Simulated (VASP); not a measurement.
Crystal: Al.

```
Al
1.0
     0.00000    2.02481    2.02481
     2.02481    0.00000    2.02481
     2.02481    2.02481    0.00000
Al
1
Cartesian
  0.0000 0.0000 0.0000
```

Base run:

| Quantity | Value |
| --- | --- |
| Program | VASP 6.6.1 |
| Functional | PBE |
| Potentials or basis | VASP PAW PBE potentials, release 64 (Al) |
| Cutoff | 520 eV |
| k mesh | 12 × 12 × 12 |
| Occupations | gaussian, width 0.1 eV |
| Spin | no spin polarisation |

Its results: pressure -0.4 GPa.

Problem. The run is repeated on the same cell with these changes: k mesh from 12 × 12 × 12 to 14 × 14 × 14. What comes out?

Solution. Pressure -0.8 GPa.
